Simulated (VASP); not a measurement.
AsH3, 4 atoms in the cell. The cell holds a molecule in a box, 4 atoms: a = 12.557 Å, b = 13.057 Å, c = 13.557 Å, α = 90.00°, β = 90.00°, γ = 90.00°. 

| Item | Value |
| --- | --- |
| Program | VASP 6.6.1 |
| Task | single point |
| Functional | PBE |
| Dispersion | D3(BJ) |
| Potentials or basis | VASP PAW PBE potentials, release 64 (As, H) |
| Cutoff | 400 eV |
| k mesh | 1 × 1 × 1 |
| Occupations | gaussian, width 0.005 eV |
| Spin | no spin polarisation |
| Dipole correction | no |
| Further INCAR settings | ALGO = Normal; EDIFF = 1e-06; NBANDS = 12; NELMDL = -8 |

Potentials or basis: VASP PAW PBE potentials, release 64 (As, H).

Launch:

```console
$ cat potpaw_PBE.64/As/POTCAR potpaw_PBE.64/H/POTCAR > POTCAR
$ mpirun -np 1 vasp_gam > vasp.out
```

Hardware: 1 thread of AMD EPYC 9R45 (Zen 5) (shared host).

**Question.** How long does it take, and how much memory?

**Answer.** It took 90 s on 1 thread of AMD EPYC 9R45 (Zen 5), with other jobs on the host, peak memory 1.1 GiB. Counts: scf iterations 25, k points 1.
